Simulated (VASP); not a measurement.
Set up this calculation in VASP 6.6.1, as the native input.

- Task: single point
- Functional: r2SCAN
- Potentials or basis: VASP PAW PBE potentials, release 64 (Zn, Au)
- Cutoff: 520 eV
- k mesh: 14 × 14 × 14
- Occupations: gaussian, width 0.1 eV
- Spin: no spin polarisation
- Dipole correction: no
- Further INCAR settings: ALGO = Normal; EDIFF = 1e-06; NBANDS = 18

ZnAu:

```xyz
2
Lattice="3.1167 0.0000 0.0000 0.0000 3.1167 0.0000 0.0000 0.0000 3.1167" Properties=species:S:1:pos:R:3 pbc="T T T"
Zn    1.5583    1.5583    1.5583
Au    0.0000    0.0000    0.0000
```

These files were run (other wordings do the same):

POSCAR

```
ZnAu
1.0
    3.1166892241      0.0000000000      0.0000000000
    0.0000000000      3.1166892241      0.0000000000
    0.0000000000      0.0000000000      3.1166892241
Zn Au
1 1
Direct
    0.5000000000      0.5000000000      0.5000000000
    0.0000000000      0.0000000000      0.0000000000
```

INCAR.step1

```
PREC = Accurate
ENCUT = 520
ISMEAR = 0
SIGMA = 0.1
LREAL = False
LASPH = True
NELM = 80
NBANDS = 18
GGA = PE
ALGO = Normal
EDIFF = 1E-4
LWAVE = True
LCHARG = False
```

INCAR.step2

```
PREC = Accurate
ENCUT = 520
EDIFF = 1E-6
ISMEAR = 0
SIGMA = 0.1
LREAL = False
LASPH = True
NELM = 80
ALGO = Normal
ISIF = 2
LWAVE = False
LCHARG = False
METAGGA = R2SCAN
LMIXTAU = True
NBANDS = 18
ISTART = 1
```

KPOINTS

```
regular mesh
0
Gamma
  14 14 14
```

Potentials or basis: VASP PAW PBE potentials, release 64 (Zn, Au).

Run with:

```bash
$ cat potpaw_PBE.64/Zn/POTCAR potpaw_PBE.64/Au/POTCAR > POTCAR
$ cp INCAR.step1 INCAR
$ mpirun -np 1 vasp_std > vasp.out
$ cp INCAR.step2 INCAR
$ mpirun -np 1 vasp_std > vasp.out
```

It gave:

| Quantity | Value |
| --- | --- |
| Pressure | 4.9 GPa |
| Band gap on the k mesh | zero (an odd number of electrons rules out a gap without spin polarisation) |

Caveat: the cell stands under pressure; the PAW data sets were made with another functional, which shifts forces and pressure a little; spin-orbit coupling is left out, which moves the levels of the heavy elements.

Wall time 120 s on 1 thread of Intel Xeon 8259CL (shared host), peak memory 0.2 GiB.
